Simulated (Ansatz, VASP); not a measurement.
One calculation of Ru2Rh, two programs

Contents of INCAR:

```
SYSTEM = Ru2Rh
ALGO = Normal ; EDIFF = 1E-7
ENCUT = 520 ; GGA = PE
ISIF = 2 ; ISMEAR = 0
LASPH = .TRUE. ; LCHARG = .FALSE.
LREAL = .FALSE. ; LWAVE = .FALSE.
NBANDS = 52 ; NELM = 60
PREC = Accurate ; SIGMA = 0.1
```

Contents of KPOINTS:

```
k-points
0
G
  6 6 2
  0 0 0
```

File POSCAR:

```
Ru2Rh
1.0
    2.7241359000      0.0000000000      0.0000000000
   -1.3620680000      2.3591709000      0.0000000000
    0.0000000000      0.0000000000     12.9442816000
Ru Rh
4 2
Direct
    0.3333333000      0.6666667000      0.5806400000
    0.6666667000      0.3333333000      0.0806400000
    0.3333333000      0.6666667000      0.9193600000
    0.6666667000      0.3333333000      0.4193600000
    0.3333333000      0.6666667000      0.2500000000
    0.6666667000      0.3333333000      0.7500000000
```

Input for Ansatz:

```yaml
crystal:
  lattice:
    - [2.7241359, 0.0, 0.0]
    - [-1.362068, 2.3591709, 0.0]
    - [0.0, 0.0, 12.9442816]
  atoms:
    - { symbol: Ru, position: [0.3333333, 0.6666667, 0.58064] }
    - { symbol: Ru, position: [0.6666667, 0.3333333, 0.08064] }
    - { symbol: Ru, position: [0.3333333, 0.6666667, 0.91936] }
    - { symbol: Ru, position: [0.6666667, 0.3333333, 0.41936] }
    - { symbol: Rh, position: [0.3333333, 0.6666667, 0.25] }
    - { symbol: Rh, position: [0.6666667, 0.3333333, 0.75] }
basis:
  ecutwfc: 420
kpoints:
  mp_grid: { grid: [6, 6, 2] }
hamiltonian:
  xc: pbe
scf:
  occupations: { method: gaussian, width: 0.1 }
  lower_state_search: "off"
output:
  forces: true
  stress: true
  eigenvalues: true
```

Change from the starting cell: relaxed end of: species swapped into the WS2 type (P6_3/mmc, No. 194).

Alike in both runs: task single point; functional PBE; k mesh 6 × 6 × 2; occupations gaussian, width 0.1 eV; no spin polarisation.

```csv
,VASP,Ansatz
version,VASP 6.6.1,Ansatz 0.2.0
potentials or method,"VASP PAW PBE potentials, release 64 (Ru_pv, Rh_pv), cutoff 520 eV","scalar-relativistic, plane waves, PAW"
valence electrons in the cell,86,98
```

|  | VASP | Ansatz | Ansatz less VASP |
| --- | --- | --- | --- |
| gap on the k mesh at the Fermi level (eV) | none | none | - |
| pressure (GPa) | 0.8 | 0.9 | +0.03 |
| traceless stress, the component that is largest in VASP (GPa) | -5.17 | -5.18 | -0.008 |
| rms of the force components (eV/Å) | 0.014 | 0.018 | +0.0038 |

Atom by atom the forces differ by 0.004 eV/Å (rms over components). A gap of «none» marks a metal or a gap that the smearing closes. VASP's potentials hold 86 valence electrons a cell and Ansatz's 98, so a difference there can come from the potentials and not from the codes.

The k mesh is coarse, so the values compare programs but aren't converged.
